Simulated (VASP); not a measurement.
# AlN (Fm-3m) in VASP: further runs, part 2 of 2

VASP 6.6.1.

**6. Single point, PBE (volume scaled by 1.10)**

INCAR reads:

```
SYSTEM = AlN
  PREC = Accurate
  ENCUT = 520
  EDIFF = 1E-7
  ISMEAR = 0
  SIGMA = 0.02
  LREAL = .False.
  LASPH = .True.
  NELM = 80
  ALGO = Normal
  ISIF = 2
  LWAVE = .False.
  LCHARG = .False.
  GGA = PE
  NBANDS = 11
```

KPOINTS reads:

```
regular mesh
0
Gamma
  10 10 10
  0 0 0
```

POSCAR reads:

```
AlN
1.0
    0.0000000000      2.1009615846      2.1009615846
    2.1009615846      0.0000000000      2.1009615846
    2.1009615846      2.1009615846      0.0000000000
Al N
1 1
Direct
    0.5000000000      0.5000000000      0.5000000000
    0.0000000000      0.0000000000      0.0000000000
```

Potentials or basis: VASP PAW PBE potentials, release 64 (Al, N).

On the command line:

```bash
> cat potpaw_PBE.64/Al/POTCAR potpaw_PBE.64/N/POTCAR > POTCAR
> mpirun -np 1 vasp_std > vasp.out
```

OUTCAR:

```text
SYSTEM = AlN
   PREC = Accurate
   ENCUT = 520
   EDIFF = 1E-7
   ISMEAR = 0
   LREAL = .False.
   LASPH = .True.
   NELM = 80
   ISIF = 2
   GGA = PE

 ion  position               nearest neighbor table
   1  0.500  0.500  0.500-   2 2.10   2 2.10   2 2.10   2 2.10   2 2.10   2 2.10
   2  0.000  0.000  0.000-   1 2.10   1 2.10   1 2.10   1 2.10   1 2.10   1 2.10

  LATTYP: Found a face centered cubic cell.
 ALAT       =     4.2019231692

  Lattice vectors:

 A1 = (   0.0000000000,   2.1009615846,   2.1009615846)
 A2 = (   2.1009615846,   0.0000000000,   2.1009615846)
 A3 = (   2.1009615846,   2.1009615846,   0.0000000000)

Analysis of symmetry for initial positions (statically):
=====================================================================
 Subroutine PRICEL returns:
 Original cell was already a primitive cell.

 Routine SETGRP: Setting up the symmetry group for a
 face centered cubic supercell.

 Subroutine GETGRP returns: Found 48 space group operations
 (whereof 48 operations were pure point group operations)
 out of a pool of 48 trial point group operations.

The static configuration has the point symmetry O_h .

Analysis of symmetry for dynamics (positions and initial velocities):
=====================================================================
 Subroutine PRICEL returns:
 Original cell was already a primitive cell.

 Routine SETGRP: Setting up the symmetry group for a
 face centered cubic supercell.

 Subroutine GETGRP returns: Found 48 space group operations
 (whereof 48 operations were pure point group operations)
 out of a pool of 48 trial point group operations.

The dynamic configuration has the point symmetry O_h .

 Subroutine INISYM returns: Found 48 space group operations
 (whereof 48 operations are pure point group operations),
 and found     1 'primitive' translations

----------------------------------------------------------------------------------------

                                     Primitive cell

  volume of cell :      18.5475

  direct lattice vectors                    reciprocal lattice vectors
     0.000000000  2.100961585  2.100961585    -0.237986265  0.237986265  0.237986265
     2.100961585  0.000000000  2.100961585     0.237986265 -0.237986265  0.237986265
     2.100961585  2.100961585  0.000000000     0.237986265  0.237986265 -0.237986265

  length of vectors
     2.971208367  2.971208367  2.971208367     0.412204302  0.412204302  0.412204302

  position of ions in fractional coordinates (direct lattice)
     0.500000000  0.500000000  0.500000000
     0.000000000  0.000000000  0.000000000

  ion indices of the primitive-cell ions
   primitive index   ion index
                 1           1
                 2           2

----------------------------------------------------------------------------------------

 KPOINTS: regular mesh

Automatic generation of k-mesh.
 Grid dimensions read from file:
 generate k-points for:   10   10   10

 Generating k-lattice:

  Cartesian coordinates                     Fractional coordinates (reciprocal lattice)
    -0.023798626  0.023798626  0.023798626     0.100000000  0.000000000  0.000000000
     0.023798626 -0.023798626  0.023798626     0.000000000  0.100000000  0.000000000
     0.023798626  0.023798626 -0.023798626     0.000000000  0.000000000  0.100000000

  Length of vectors
     0.041220430  0.041220430  0.041220430

  Shift w.r.t. Gamma in fractional coordinates (k-lattice)
     0.000000000  0.000000000  0.000000000

 Subroutine IBZKPT returns following result:
 ===========================================

 Found     47 irreducible k-points:

 Following reciprocal coordinates:
            Coordinates               Weight
  0.000000  0.000000  0.000000      1.000000
  0.100000  0.000000  0.000000      8.000000
  0.200000  0.000000  0.000000      8.000000
  0.300000  0.000000  0.000000      8.000000
  0.400000  0.000000  0.000000      8.000000
  0.500000  0.000000  0.000000      4.000000
[... 16 lines left out ...]
  0.300000  0.300000  0.000000      6.000000
  0.400000  0.300000  0.000000     24.000000
 [... further k-points ...]
   k-points           NKPTS =     47   k-points in BZ     NKDIM =     47   number of bands    NBANDS=     11
   number of dos      NEDOS =    301   number of ions     NIONS =      2
   total plane-waves  NPLWV =  13824
   dimension x,y,z NGX =    24 NGY =   24 NGZ =   24
   dimension x,y,z NGXF=    48 NGYF=   48 NGZF=   48
   ions per type =               1   1
   NGX,Y,Z   is equivalent  to a cutoff of  13.43, 13.43, 13.43 a.u.
   NGXF,Y,Z  is equivalent  to a cutoff of  26.86, 26.86, 26.86 a.u.
 SYSTEM =  AlN
   PREC   = accura    normal or accurate (medium, high low for compatibility)
   ISTART =      0    job   : 0-new  1-cont  2-samecut
   ICHARG =      2    charge: 1-file 2-atom 10-const
   ISPIN  =      1    spin polarized calculation?
   LNONCOLLINEAR =      F non collinear calculations
   LSORBIT =      F    spin-orbit coupling
   LASPH  =      T    aspherical Exc in radial PAW
   ENCUT  =  520.0 eV  38.22 Ry    6.18 a.u.   5.52  5.52  5.52*2*pi/ulx,y,z
   NELM   =     80;   NELMIN=  2; NELMDL= -5     # of ELM steps
   EDIFF  = 0.1E-06   stopping-criterion for ELM
   LREAL  =      F    real-space projection
   EDIFFG = 0.1E-05   stopping-criterion for IOM
   NSW    =      0    number of steps for IOM
   IBRION =     -1    ionic relax: 0-MD 1-quasi-New 2-CG
   NFREE  =      0    steps in history (QN), initial steepest desc. (CG)
   ISIF   =      2    stress and relaxation
   ISYM   =      2    0-nonsym 1-usesym 2-fastsym
   POTIM  = 0.5000    time-step for ionic-motion
   TEBEG  =    0.0;   TEEND  =   0.0 temperature during run
   PSTRESS=    0.0 pullay stress
   NELECT =       8.0000    total number of electrons
   NUPDOWN=      -1.0000    fix difference up-down
   EMIN   =  10.00;   EMAX   =-10.00  energy-range for DOS
   EFERMI =   0.00;   METHOD = LEGACY
   ISMEAR =     0;   SIGMA  =   0.02  broadening in eV -4-tet -1-fermi 0-gaus
   EFERMI_NEDOS =   21; number of points for ismear=-14 and -15
   IALGO  =     38    algorithm
   IMIX   =      4    mixing-type and parameters
     AMIX     =   0.40;   BMIX     =  1.00
     AMIX_MAG =   1.60;   BMIX_MAG =  1.00
  volume/ion in A,a.u.               =       9.27        62.58
  Fermi-wavevector in a.u.,A,eV,Ry     =   1.236925  2.337449 20.816690  1.529984
  Thomas-Fermi vector in A             =   2.371513
   LORBIT       =      0    0 simple, 1 ext, 2 COOP (PROOUT), +10 PAW based schemes
   GGA     = PE    functional components
   LHFCALC =     F    Hartree Fock is set to
   AEXX    =    0.0000 exact exchange contribution
   IVDW    =     0    specifies the selected vdW correction
   LEPSILON=     F    determine dielectric tensor
   LRPA    =     F    only Hartree local field effects (RPA)
 non-spin polarized calculation
 Gauss-broadening in eV      SIGMA  =   0.02
  energy-cutoff  :      520.00
  volume of cell :       18.55
 maximum number of plane-waves:       531
 NGX is ok and might be reduce to    24
   NGX = 11   NGY = 11   NGZ = 11

 number of electron       8.0000001 magnetization

 Free energy of the ion-electron system (eV)
  ---------------------------------------------------
  ext. energy  EPLUGINS =         0.00000000
  ---------------------------------------------------
  free energy    TOTEN  =       -14.43176783 eV

  energy without entropy =      -14.43176783  energy(sigma->0) =      -14.43176783

 E-fermi :   8.6996     XC(G=0): -11.7562

 val. band max:        8.5361248747   @ k =   0.0000   0.0000   0.0000
 cond. band min:      12.0837413435   @ k =   0.5000   0.5000   0.0000
 fundamental gap:      3.5476164688
 Fermi energy:         8.6996045774

 k-point     1 :       0.0000    0.0000    0.0000
  band No.  band energies     occupation
      1      -8.0166      2.00000
      2       8.5361      2.00000
      3       8.5361      2.00000
      4       8.5361      2.00000
      5      12.6440      0.00000
      6      20.3232      0.00000
      7      20.3232      0.00000
      8      20.3232      0.00000
      9      25.1635      0.00000
     10      25.4872      0.00000
     11      25.4879      0.00000
[... 309 lines left out ...]
 k-point    24 :       0.4000    0.3000    0.0000
  band No.  band energies     occupation
      1      -5.3815      2.00000
      2       3.1344      2.00000
      3       6.0412      2.00000
      4       6.5046      2.00000
      5      13.7296      0.00000
      6      15.3041      0.00000
      7      19.4801      0.00000
      8      22.7345      0.00000
      9      23.3656      0.00000
     10      29.1217      0.00000
     11      31.6422      0.00000

 [... further k-points ...]
[... 5 lines left out ...]
  --------------------------------------------------------------------------------------
  -------------------------------------------------------------------------------------
  Total       -2.3134524     -2.3134524     -2.3134524      0.0000000     -0.0000000     -0.0000000
  in kB     -199.8420201   -199.8420201   -199.8420201      0.0000000     -0.0000000     -0.0000000
  external PRESSURE =    -199.8420201 kB  Pullay stress =       0.0000000 kB

 VOLUME and BASIS-vectors are now :
 -----------------------------------------------------------------------------
  energy-cutoff  :      520.00
  volume of cell :       18.55
      direct lattice vectors                 reciprocal lattice vectors
     0.000000000  2.100961585  2.100961585    -0.237986265  0.237986265  0.237986265
     2.100961585  0.000000000  2.100961585     0.237986265 -0.237986265  0.237986265
     2.100961585  2.100961585  0.000000000     0.237986265  0.237986265 -0.237986265

 POSITION                                       TOTAL-FORCE (eV/Angst)
 -----------------------------------------------------------------------------------
      2.10096      2.10096      2.10096        -0.000000     -0.000000     -0.000000
      0.00000      0.00000      0.00000         0.000000      0.000000      0.000000
 -----------------------------------------------------------------------------------
    total drift:                                0.000000     -0.000000     -0.000000

  FREE ENERGIE OF THE ION-ELECTRON SYSTEM (eV)
  ---------------------------------------------------
  free  energy   TOTEN  =       -14.4317678290 eV

  energy  without entropy=      -14.4317678290  energy(sigma->0) =      -14.43176783
```

stdout:

```text
POSCAR found type information on POSCAR AlN
 POSCAR found :  2 types and       2 ions
 scaLAPACK will be used
 LDA part: xc-table for (Slater+PW92), standard interpolation
 POSCAR, INCAR and KPOINTS ok, starting setup
 FFT: planning ... GRIDC
 FFT: planning ... GRID_SOFT
 FFT: planning ... GRID
 WAVECAR not read
 entering main loop
```

It took 11 s on 1 thread of Intel Xeon Platinum 8259CL at 2.50GHz (Skylake/Cascade Lake), shared host; peak memory 0.13 GiB.

Results:

| Quantity | Value |
| --- | --- |
| Free energy | -14.4318 eV |
| Pressure | -20.0 GPa |
| Band gap on the k mesh | 3.55 eV, indirect (least direct gap 4.11 eV) |

**7. The runs side by side**

```csv
cell,gap on the mesh (eV),pressure (GPa)
"a = 2.849 Å, angles 60.0°, 2 atoms",4.71,7.9
"a = 2.820 Å, angles 60.0°, 2 atoms",5.02,17.3
"a = 2.907 Å, angles 60.0°, 2 atoms",4.14,-7.3
"a = 2.935 Å, angles 60.0°, 2 atoms",3.88,-13.3
"a = 2.971 Å, angles 60.0°, 2 atoms",3.55,-20.0
```

Alike in all rows: task single point; level PBE; potentials or basis VASP PAW PBE potentials, release 64 (Al, N); no spin polarisation; k mesh 10 × 10 × 10; cutoff (eV) 520; smearing gaussian 0.02 eV.

Absolute energies hang on the potentials; compare differences alone.
